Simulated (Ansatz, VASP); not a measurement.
Sc2BSb3: VASP beside Ansatz

```
Sc B Sb
1.0
     3.71400    0.00000    0.00000
     0.00000    3.71400    0.00000
     0.00000    0.00000    9.04887
Sc B Sb
2 1 3
Direct
  0.50000 0.00000 0.24338
  0.00000 0.50000 0.75662
  0.00000 0.00000 0.00000
  0.50000 0.00000 0.60152
  0.00000 0.50000 0.39848
  0.50000 0.50000 0.00000
```

Change from the starting cell: species swapped into the Ti2CuSb3 type (P-4m2, No. 115).

Alike in both runs: functional PBE; k mesh 10 × 10 × 4; occupations gaussian, width 0.1 eV; no spin polarisation.

Ansatz relaxed the structure, and its values are those at the end. VASP's run is a single point on that final structure, the one shown.

|  | VASP | Ansatz |
| --- | --- | --- |
| version | VASP 6.6.1 | Ansatz 0.2.0 |
| potentials or method | VASP PAW PBE potentials, release 64 (Sc_sv, B, Sb), cutoff 520 eV | scalar-relativistic, plane waves, PAW |
| valence electrons in the cell | 40 | 70 |

```csv
,VASP,Ansatz,Ansatz less VASP
gap on the k mesh at the Fermi level (eV),none,none,-
pressure (GPa),0.0,0.0,-0.06
rms of the force components (eV/Å),0.005,0.003,-0.0019
```

A gap of «none» marks a metal or a gap that the smearing closes. VASP's potentials hold 40 valence electrons a cell and Ansatz's 70, so a difference there can come from the potentials and not from the codes.

Neither program's run includes spin-orbit coupling.
